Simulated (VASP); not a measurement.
Input of a VASP 6.6.1 run:

The input POSCAR:

```
LiSe3
1.0
    5.2666300000      0.0000000000      0.0000000000
    0.0000000000      3.6488460000      0.0000000000
   -1.1966400000      0.0000000000      9.1139690000
Se Li
6 2
Direct
    0.7620000000      0.2500000000      0.5540000000
    0.2380000000      0.7500000000      0.4460000000
    0.4560000000      0.2500000000      0.1740000000
    0.5440000000      0.7500000000      0.8260000000
    0.8880000000      0.2500000000      0.1690000000
    0.1120000000      0.7500000000      0.8310000000
    0.2850000000      0.2500000000      0.6560000000
    0.7150000000      0.7500000000      0.3440000000
```

The input INCAR.step1:

```
PREC     = Accurate       # precision mode
ENCUT    = 520            # plane-wave cutoff, eV
ISMEAR   = -1             # smearing method
SIGMA    = 0.01           # smearing width, eV
LREAL    = False          # projectors in reciprocal space
LASPH    = True           # aspherical terms in the spheres
NELM     = 100            # most SCF steps
NBANDS   = 31             # bands
GGA      = PE             # functional
ALGO     = Normal         # electronic algorithm
EDIFF    = 1E-4           # SCF threshold, eV
LWAVE    = True           # write WAVECAR
LCHARG   = False          # write CHGCAR
```

INCAR.step2

```
PREC     = Accurate       # precision mode
ENCUT    = 520            # plane-wave cutoff, eV
EDIFF    = 1E-7           # SCF threshold, eV
ISMEAR   = -1             # smearing method
SIGMA    = 0.01           # smearing width, eV
LREAL    = False          # projectors in reciprocal space
LASPH    = True           # aspherical terms in the spheres
NELM     = 100            # most SCF steps
ALGO     = Normal         # electronic algorithm
ISIF     = 2              # what is computed and relaxed
LWAVE    = False          # write WAVECAR
LCHARG   = False          # write CHGCAR
METAGGA  = R2SCAN         # meta-GGA
LMIXTAU  = True         
NBANDS   = 31             # bands
ISTART   = 1
```

KPOINTS

```
regular mesh
0
Gamma
  4 5 2
```

Potentials or basis: VASP PAW PBE potentials, release 64 (Se, Li_sv).

Command:

```bash
$ cat potpaw_PBE.64/Se/POTCAR potpaw_PBE.64/Li_sv/POTCAR > POTCAR
$ cp INCAR.step1 INCAR
$ mpirun -np 1 vasp_std > vasp.out
$ cp INCAR.step2 INCAR
$ mpirun -np 1 vasp_std > vasp.out
```

Task: What does it give for the band gap on the k mesh?

Result: Zero (band 21 reaches 3.52 eV, above the bottom of band 22 at 2.25 eV).

Task: Predict the largest force.

Result: 1.007 eV/Å.

Forces on the atoms (eV/Å):
```
Se   0.111  0.000  0.087
Se  -0.111  0.000 -0.087
Se   0.926  0.000 -0.106
Se  -0.926  0.000  0.106
Se  -0.869  0.000 -0.510
Se   0.869  0.000  0.510
Li  -0.025  0.000 -0.260
Li   0.025  0.000  0.260
```

Caveat: the PAW data sets were made with another functional, which shifts forces and pressure a little.
